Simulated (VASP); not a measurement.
# MgH (P6_3/mmc) in VASP: a series of runs

The runs below take MgH through single point, with PBE.

Everything below comes from runs of VASP 6.6.1. Logs are shortened: lines on timing, memory, paths and dates and some standing lists are left out, and cuts for length are marked.

## Step 1: The cell of the first run

Symmetry: P6_3/mmc, No. 194, hexagonal system. Conventional cell: a = 3.190 Å, b = 3.190 Å, c = 5.229 Å, α = 90.00°, β = 90.00°, γ = 120.00°. Within 3.0 Å of Mg (site symmetry -6m2) lie 6 H at 2.26 Å. Within 3.0 Å of H (site symmetry -3m) lie 6 Mg at 2.26 Å and 2 H at 2.61 Å.

## Step 2: Single point, PBE

Contents of INCAR:

```
ALGO = Normal ; EDIFF = 1E-6
ENCUT = 520 ; GGA = PE
ISIF = 2 ; ISMEAR = 0
LASPH = T ; LCHARG = T
LELF = T ; LREAL = F
LVHAR = T ; LWAVE = F
NBANDS = 11 ; NELM = 60
PREC = Accurate ; SIGMA = 0.1
```

Contents of KPOINTS:

```
k-points
0
Gamma
  6 6 4
```

Contents of POSCAR:

```
MgH
1.0
    3.1896649782      0.0000000000      0.0000000000
   -1.5948324891      2.7623309006      0.0000000000
    0.0000000000      0.0000000000      5.2287822010
Mg H
2 2
Direct
    0.3333333333      0.6666666667      0.2500000000
    0.6666666667      0.3333333333      0.7500000000
    0.0000000000      0.0000000000      0.0000000000
    0.0000000000      0.0000000000      0.5000000000
```

Potentials or basis: VASP PAW PBE potentials, release 64 (Mg, H).

Run with:

```sh
$ cat potpaw_PBE.64/Mg/POTCAR potpaw_PBE.64/H/POTCAR > POTCAR
$ mpirun -np 1 vasp_std > vasp.out
```

OUTCAR:

```text
EDIFF = 1E-6
   ENCUT = 520
   GGA = PE
   ISIF = 2
   ISMEAR = 0
   LASPH = T
   LREAL = F
   NELM = 60
   PREC = Accurate

 ion  position               nearest neighbor table
   1  0.333  0.667  0.250-   3 2.26   4 2.26   3 2.26   4 2.26   3 2.26   4 2.26   2 3.20   2 3.20
                             2 3.20   2 3.20   2 3.20   2 3.20
   2  0.667  0.333  0.750-   3 2.26   4 2.26   3 2.26   4 2.26   3 2.26   4 2.26   1 3.20   1 3.20
                             1 3.20   1 3.20   1 3.20   1 3.20
   3  0.000  0.000  0.000-   1 2.26   2 2.26   1 2.26   2 2.26   2 2.26   1 2.26
   4  0.000  0.000  0.500-   1 2.26   2 2.26   1 2.26   2 2.26   2 2.26   1 2.26

  LATTYP: Found a hexagonal cell.
 ALAT       =     3.1896649782
 C/A-ratio  =     1.6392888397

  Lattice vectors:

 A1 = (   3.1896649782,   0.0000000000,   0.0000000000)
 A2 = (  -1.5948324891,   2.7623309006,   0.0000000000)
 A3 = (   0.0000000000,   0.0000000000,   5.2287822010)

Analysis of symmetry for initial positions (statically):
=====================================================================
 Subroutine PRICEL returns:
 Original cell was already a primitive cell.

 Routine SETGRP: Setting up the symmetry group for a
 hexagonal supercell.

 Subroutine GETGRP returns: Found 24 space group operations
 (whereof 12 operations were pure point group operations)
 out of a pool of 24 trial point group operations.

The static configuration has the point symmetry D_3d.
 The point group associated with its full space group is D_6h.

Analysis of symmetry for dynamics (positions and initial velocities):
=====================================================================
 Subroutine PRICEL returns:
 Original cell was already a primitive cell.

 Routine SETGRP: Setting up the symmetry group for a
 hexagonal supercell.

 Subroutine GETGRP returns: Found 24 space group operations
 (whereof 12 operations were pure point group operations)
 out of a pool of 24 trial point group operations.

The dynamic configuration has the point symmetry D_3d.
 The point group associated with its full space group is D_6h.

 Subroutine INISYM returns: Found 24 space group operations
 (whereof 12 operations are pure point group operations),
 and found     1 'primitive' translations

----------------------------------------------------------------------------------------

                                     Primitive cell

  volume of cell :      46.0703

  direct lattice vectors                    reciprocal lattice vectors
     3.189664978  0.000000000  0.000000000     0.313512550  0.181006555  0.000000000
    -1.594832489  2.762330901  0.000000000     0.000000000  0.362013110  0.000000000
     0.000000000  0.000000000  5.228782201     0.000000000  0.000000000  0.191249121

  length of vectors
     3.189664978  3.189664978  5.228782201     0.362013110  0.362013110  0.191249121

  position of ions in fractional coordinates (direct lattice)
     0.333333333  0.666666667  0.250000000
     0.666666667  0.333333333  0.750000000
     0.000000000  0.000000000  0.000000000
     0.000000000  0.000000000  0.500000000

  ion indices of the primitive-cell ions
   primitive index   ion index
                 1           1
                 2           2
                 3           3
                 4           4

----------------------------------------------------------------------------------------

 KPOINTS: k-points

Automatic generation of k-mesh.
 Grid dimensions read from file:
 generate k-points for:    6    6    4

 Generating k-lattice:

  Cartesian coordinates                     Fractional coordinates (reciprocal lattice)
     0.052252092  0.030167759  0.000000000     0.166666667  0.000000000  0.000000000
     0.000000000  0.060335518  0.000000000     0.000000000  0.166666667  0.000000000
     0.000000000  0.000000000  0.047812280     0.000000000  0.000000000  0.250000000

  Length of vectors
     0.060335518  0.060335518  0.047812280

  Shift w.r.t. Gamma in fractional coordinates (k-lattice)
     0.000000000  0.000000000  0.000000000

 Subroutine IBZKPT returns following result:
 ===========================================

 Found     21 irreducible k-points:

 Following reciprocal coordinates:
            Coordinates               Weight
  0.000000  0.000000  0.000000      1.000000
  0.166667 -0.000000  0.000000      6.000000
  0.333333 -0.000000  0.000000      6.000000
  0.500000  0.000000  0.000000      3.000000
  0.166667  0.166667  0.000000      6.000000
  0.333333  0.166667  0.000000     12.000000
[... 13 lines left out ...]
  0.333333  0.166667  0.500000     12.000000
  0.333333  0.333333  0.500000      2.000000
   k-points           NKPTS =     21   k-points in BZ     NKDIM =     21   number of bands    NBANDS=     11
   number of dos      NEDOS =    301   number of ions     NIONS =      4
   total plane-waves  NPLWV =  23040
   dimension x,y,z NGX =    24 NGY =   24 NGZ =   40
   dimension x,y,z NGXF=    48 NGYF=   48 NGZF=   80
   ions per type =               2   2
   NGX,Y,Z   is equivalent  to a cutoff of  12.51, 12.51, 12.72 a.u.
   NGXF,Y,Z  is equivalent  to a cutoff of  25.02, 25.02, 25.44 a.u.
 SYSTEM =  unknown system
   PREC   = accura    normal or accurate (medium, high low for compatibility)
   ISTART =      0    job   : 0-new  1-cont  2-samecut
   ICHARG =      2    charge: 1-file 2-atom 10-const
   ISPIN  =      1    spin polarized calculation?
   LNONCOLLINEAR =      F non collinear calculations
   LSORBIT =      F    spin-orbit coupling
   LASPH  =      T    aspherical Exc in radial PAW
   ENCUT  =  520.0 eV  38.22 Ry    6.18 a.u.   5.93  5.93  9.72*2*pi/ulx,y,z
   NELM   =     60;   NELMIN=  2; NELMDL= -5     # of ELM steps
   EDIFF  = 0.1E-05   stopping-criterion for ELM
   LREAL  =      F    real-space projection
   EDIFFG = 0.1E-04   stopping-criterion for IOM
   NSW    =      0    number of steps for IOM
   IBRION =     -1    ionic relax: 0-MD 1-quasi-New 2-CG
   NFREE  =      0    steps in history (QN), initial steepest desc. (CG)
   ISIF   =      2    stress and relaxation
   ISYM   =      2    0-nonsym 1-usesym 2-fastsym
   POTIM  = 0.5000    time-step for ionic-motion
   TEBEG  =    0.0;   TEEND  =   0.0 temperature during run
   PSTRESS=    0.0 pullay stress
   NELECT =       6.0000    total number of electrons
   NUPDOWN=      -1.0000    fix difference up-down
   EMIN   =  10.00;   EMAX   =-10.00  energy-range for DOS
   EFERMI =   0.00;   METHOD = LEGACY
   ISMEAR =     0;   SIGMA  =   0.10  broadening in eV -4-tet -1-fermi 0-gaus
   EFERMI_NEDOS =   21; number of points for ismear=-14 and -15
   IALGO  =     38    algorithm
   IMIX   =      4    mixing-type and parameters
     AMIX     =   0.40;   BMIX     =  1.00
     AMIX_MAG =   1.60;   BMIX_MAG =  1.00
  volume/ion in A,a.u.               =      11.52        77.72
  Fermi-wavevector in a.u.,A,eV,Ry     =   0.829822  1.568136  9.369028  0.688604
  Thomas-Fermi vector in A             =   1.942434
   LORBIT       =      0    0 simple, 1 ext, 2 COOP (PROOUT), +10 PAW based schemes
   GGA     = PE    functional components
   LHFCALC =     F    Hartree Fock is set to
   AEXX    =    0.0000 exact exchange contribution
   IVDW    =     0    specifies the selected vdW correction
   LEPSILON=     F    determine dielectric tensor
   LRPA    =     F    only Hartree local field effects (RPA)
 non-spin polarized calculation
 Gauss-broadening in eV      SIGMA  =   0.10
  energy-cutoff  :      520.00
  volume of cell :       46.07
 maximum number of plane-waves:      1260
 NGX is ok and might be reduce to    24
   NGX = 11   NGY = 11   NGZ = 19

 number of electron       6.0000000 magnetization

 Free energy of the ion-electron system (eV)
  ---------------------------------------------------
  ext. energy  EPLUGINS =         0.00000000
  ---------------------------------------------------
  free energy    TOTEN  =        -9.28392398 eV

  energy without entropy =       -9.27925755  energy(sigma->0) =       -9.28159076

 E-fermi :   3.5768     XC(G=0):  -9.1568

 val. band max:        3.5521698228   @ k =   0.3333  -0.0000   0.0000
 cond. band min:       3.9270271741   @ k =   0.3333  -0.0000   0.5000
 fundamental gap:      0.3748573513
 Fermi energy:         3.5767951082

 k-point     1 :       0.0000    0.0000    0.0000
  band No.  band energies     occupation
      1      -6.0957      2.00000
      2      -2.3482      2.00000
      3       1.3200      2.00000
      4       9.1447      0.00000
      5      12.2817      0.00000
      6      12.9104      0.00000
      7      12.9104      0.00000
      8      14.0790      0.00000
      9      14.0790      0.00000
     10      14.9004      0.00000
     11      16.3219      0.00000

 k-point     2 :       0.1667   -0.0000    0.0000
  band No.  band energies     occupation
      1      -5.6024      2.00000
      2      -1.9399      2.00000
      3       1.8484      2.00000
      4       6.5717      0.00000
      5      10.2490      0.00000
      6      10.8346      0.00000
      7      11.0975      0.00000
      8      14.2808      0.00000
      9      14.5923      0.00000
     10      14.7888      0.00000
     11      15.3507      0.00000

 k-point     3 :       0.3333   -0.0000    0.0000
  band No.  band energies     occupation
      1      -4.2243      2.00000
      2      -0.8469      2.00000
      3       2.6713      2.00000
      4       3.5522      1.27235
      5       6.8886      0.00000
      6       8.4908      0.00000
      7       9.7263      0.00000
      8      10.9495      0.00000
      9      13.1009      0.00000
     10      13.7388      0.00000
     11      15.3230      0.00000
[... 225 lines left out ...]
 k-point    20 :       0.3333    0.1667    0.5000
  band No.  band energies     occupation
      1      -2.0001      2.00000
      2      -2.0001      2.00000
      3       2.8440      2.00000
      4       2.8440      2.00000
      5       6.4441      0.00000
      6       6.4441      0.00000
      7       9.7192      0.00000
      8       9.7192      0.00000
      9      13.4227      0.00000
     10      13.4227      0.00000
     11      15.1815      0.00000

 k-point    21 :       0.3333    0.3333    0.5000
  band No.  band energies     occupation
      1      -1.3034      2.00000
      2      -1.3034      2.00000
      3       3.0044      2.00000
      4       3.0044      2.00000
      5       4.1963      0.00000
      6       4.1963      0.00000
      7      10.5489      0.00000
      8      10.5489      0.00000
      9      13.5372      0.00000
     10      13.5372      0.00000
     11      14.7549      0.00000

------------------------ aborting loop because EDIFF is reached ----------------------------------------

  FORCE on cell =-STRESS in cart. coord.  units (eV):
  Direction    XX          YY          ZZ          XY          YZ          ZX
  --------------------------------------------------------------------------------------
  -------------------------------------------------------------------------------------
  Total       -0.0986201     -0.0986201     -0.0798629     -0.0000000     -0.0000000      0.0000000
  in kB       -3.4296873     -3.4296873     -2.7773749     -0.0000000     -0.0000000      0.0000000
  external PRESSURE =      -3.2122499 kB  Pullay stress =       0.0000000 kB

 VOLUME and BASIS-vectors are now :
 -----------------------------------------------------------------------------
  energy-cutoff  :      520.00
  volume of cell :       46.07
      direct lattice vectors                 reciprocal lattice vectors
     3.189664978  0.000000000  0.000000000     0.313512550  0.181006555  0.000000000
    -1.594832489  2.762330901  0.000000000     0.000000000  0.362013110  0.000000000
     0.000000000  0.000000000  5.228782201     0.000000000  0.000000000  0.191249121

 POSITION                                       TOTAL-FORCE (eV/Angst)
 -----------------------------------------------------------------------------------
     -0.00000      1.84155      1.30720         0.000000      0.000000      0.000000
      1.59483      0.92078      3.92159        -0.000000     -0.000000      0.000000
      0.00000      0.00000      0.00000         0.000000      0.000000      0.000000
      0.00000      0.00000      2.61439         0.000000      0.000000      0.000000
 -----------------------------------------------------------------------------------
    total drift:                               -0.000000      0.000000     -0.000000

  FREE ENERGIE OF THE ION-ELECTRON SYSTEM (eV)
  ---------------------------------------------------
  free  energy   TOTEN  =        -9.2839239776 eV

  energy  without entropy=       -9.2792575486  energy(sigma->0) =       -9.28159076
```

Wall time 4.8 s (1 thread of Intel Xeon 6975P-C (Granite Rapids), shared host); peak memory 0.16 GiB.

What came out:

* Free energy: -9.2839 eV
* Pressure: -0.3 GPa
* Band gap on the k mesh: zero (band 3 reaches 6.17 eV, above the bottom of band 4 at 1.96 eV)

Caveat: the k points lie up to 0.38 Å⁻¹ apart.

## Step 3: Single point, PBE

This run uses another cell than the first one, of 12.83 Å³/atom, 1.114 times its volume.

Contents of INCAR:

```
SYSTEM = MgH
PREC     = Accurate       ! precision mode
ENCUT    = 520            ! plane-wave cutoff, eV
EDIFF    = 1E-7           ! SCF threshold, eV
ISMEAR   = 0              ! smearing method
SIGMA    = 0.1            ! smearing width, eV
LREAL    = .FALSE.        ! projectors in reciprocal space
LASPH    = .TRUE.         ! aspherical terms in the spheres
NELM     = 60             ! most SCF steps
ALGO     = Normal         ! electronic algorithm
ISIF     = 2              ! what is computed and relaxed
LWAVE    = .FALSE.        ! write WAVECAR
LCHARG   = .TRUE.         ! write CHGCAR
GGA      = PE             ! functional
LELF     = .TRUE.         ! ELF
LVHAR    = .TRUE.       
NBANDS   = 11             ! bands
```

Contents of KPOINTS:

```
Automatic mesh
0
G
  6 6 4
  0 0 0
```

Contents of POSCAR:

```
MgH
1.0
    3.3888826480      0.0000000000      0.0000000000
   -1.6944413240      2.9348584636      0.0000000000
    0.0000000000      0.0000000000      5.1589827706
Mg H
2 2
Direct
    0.3333333333      0.6666666667      0.2500000000
    0.6666666667      0.3333333333      0.7500000000
    0.3333333333      0.6666666667      0.7500000000
    0.6666666667      0.3333333333      0.2500000000
```

Potentials or basis: VASP PAW PBE potentials, release 64 (Mg, H).

Run with:

```sh
$ cat potpaw_PBE.64/Mg/POTCAR potpaw_PBE.64/H/POTCAR > POTCAR
$ mpirun -np 1 vasp_std > vasp.out
```

It took 8.3 s on 1 thread of Intel Xeon 6975P-C (Granite Rapids), shared host; peak memory 0.17 GiB.

It converged, with:

```
Free energy            : -8.8605 eV
Pressure               : -0.1 GPa
Band gap on the k mesh : zero (band 3 reaches 5.00 eV, above the bottom of band 4 at 1.57 eV)
```

Stress tensor (GPa, compression positive):
```
-0.07  0.00  0.00
 0.00 -0.07  0.00
 0.00  0.00 -0.19
```

Levels at points of the mesh, in eV from the Fermi level:
```csv
k point,band 1,band 2,band 3,band 4,band 5,band 6
"(0.00, 0.00, 0.00)",-9.16,-5.60,-1.91,5.24,7.13,8.00
"(0.50, 0.00, 0.00)",-6.33,-5.34,-0.91,1.68,1.76,2.51
"(0.00, 0.00, 0.50)",-7.93,-7.93,2.13,2.13,8.05,8.05
"(0.50, 0.00, 0.50)",-5.68,-5.68,-1.31,-1.31,4.45,4.45
```
